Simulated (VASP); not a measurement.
PbSe, 2 atoms in the cell. It takes space group Fm-3m (No. 225, cubic). The conventional cell has a = 6.177 Å, b = 6.177 Å, c = 6.177 Å, α = 90.00°, β = 90.00°, γ = 90.00°. Pb (site symmetry m-3m) has 6 Se at 3.09 Å within 4.1 Å. Within 4.1 Å of Se (site symmetry m-3m) lie 6 Pb at 3.09 Å. 

* Program: VASP 6.6.1
* Task: single point
* Functional: r2SCAN
* Potentials or basis: VASP PAW PBE potentials, release 64 (Pb_d, Se)
* Cutoff: 520 eV
* k mesh: 8 × 8 × 8
* Occupations: gaussian, width 0.01 eV
* Spin: no spin polarisation
* Dipole correction: no
* Further INCAR settings: ALGO = Normal; EDIFF = 1e-06; NBANDS = 17

Potentials or basis: VASP PAW PBE potentials, release 64 (Pb_d, Se).

Run with:

```bash
$ cat potpaw_PBE.64/Pb_d/POTCAR potpaw_PBE.64/Se/POTCAR > POTCAR
$ cp INCAR.step1 INCAR
$ mpirun -np 1 vasp_std > vasp.out
$ cp INCAR.step2 INCAR
$ mpirun -np 1 vasp_std > vasp.out
```

Hardware: 1 thread of Intel(R) Xeon(R) 6975P-C (Granite Rapids), on a shared host.

Question: How long does it take, and how much memory?

Answer: Run time: 29 s on 1 thread of Intel(R) Xeon(R) 6975P-C (Granite Rapids), with other jobs on the host, peak memory 0.2 GiB. Counts: k points 29.
